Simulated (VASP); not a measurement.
Input of a VASP 6.6.1 run:

INCAR

```
PREC     = Accurate       # precision mode
ENCUT    = 520            # plane-wave cutoff, eV
EDIFF    = 1E-6           # SCF threshold, eV
ISMEAR   = 0              # smearing method
SIGMA    = 0.02           # smearing width, eV
LREAL    = False          # projectors in reciprocal space
LASPH    = True           # aspherical terms in the spheres
NELM     = 60             # most SCF steps
ALGO     = Normal         # electronic algorithm
ISIF     = 2              # what is computed and relaxed
LWAVE    = False          # write WAVECAR
LCHARG   = False          # write CHGCAR
NBANDS   = 14             # bands
```

Contents of KPOINTS:

```
regular mesh
0
Gamma
  8 8 8
```

The input POSCAR:

```
NaF
1.0
    0.0000000000      2.2518000710      2.2518000710
    2.2518000710      0.0000000000      2.2518000710
    2.2518000710      2.2518000710      0.0000000000
Na F
1 1
Direct
    0.0000000000      0.0000000000      0.0000000000
    0.5000000000      0.5000000000      0.5000000000
```

Potentials or basis: VASP PAW LDA potentials, release 64 (Na_pv, F).

Launch:

```console
$ cat potpaw_LDA.64/Na_pv/POTCAR potpaw_LDA.64/F/POTCAR > POTCAR
$ mpirun -np 1 vasp_std > vasp.out
```

Problem. Predict the pressure.

Solution. -0.1 GPa.

Problem. Estimate the band gap on the k mesh.

Solution. 6.43 eV, direct.

Expect the measured gap to be larger: semilocal functionals such as LDA lack the derivative discontinuity.
